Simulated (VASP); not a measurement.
A run of VASP 6.6.1 is set up as follows.

INCAR

```
SYSTEM = Al6GeH2N6
ALGO = Normal
EDIFF = 1E-6
ENCUT = 520
GGA = PS
ISIF = 2
ISMEAR = 0
LASPH = .TRUE.
LCHARG = .FALSE.
LREAL = Auto
LWAVE = .FALSE.
NBANDS = 45
NELM = 100
PREC = Accurate
SIGMA = 0.05
```

Contents of KPOINTS:

```
k-points
0
G
  2 2 1
  0 0 0
```

Contents of POSCAR:

```
Al6GeH2N6
1.0
    5.4455680000      0.0000000000      0.0000000000
   -2.7227840000      5.2851960000      0.0000000000
    0.0000000000      0.0000000000     16.3239630000
Al N Ge H
6 6 1 2
Direct
    0.6666667000      0.0000000000      0.0612596000
    0.1920539106      0.5198028189      0.0930656889
    0.2614369454      0.0648876853      0.1260204638
    0.7065003209      0.5885620256      0.1701553284
    0.8133615610      0.1730480763      0.2347954080
    0.2822475243      0.7013758659      0.2529414137
    0.5565643264      0.6618750556      0.0783130103
    0.9980173897      0.1862439323      0.1242941283
    0.0938833229      0.7213511555      0.1564258980
    0.5316185852      0.2405876538      0.1997203643
    0.6611903235      0.7969842241      0.2607081930
   -0.0091662566      0.4603160236      0.3074759093
    0.7787361443      0.6159010464      0.3450692443
    0.9708500453      0.8364365480      0.4007358035
    0.5113028957      0.4276866877      0.3869551734
```

Potentials or basis: VASP PAW PBE potentials, release 64 (Al, N, Ge_d, H).

Command:

```bash
$ cat potpaw_PBE.64/Al/POTCAR potpaw_PBE.64/N/POTCAR potpaw_PBE.64/Ge_d/POTCAR potpaw_PBE.64/H/POTCAR > POTCAR
$ mpirun -np 1 vasp_std > vasp.out
```

(1) Predict the largest force.

(2) Predict the band gap on the k mesh.

Results:

(1) 0.048 eV/Å.

(2) 1.31 eV (least direct gap 1.44 eV).

Caveat: the k points lie up to 0.65 Å⁻¹ apart; the PAW data sets were made with another functional, which shifts forces and pressure a little.
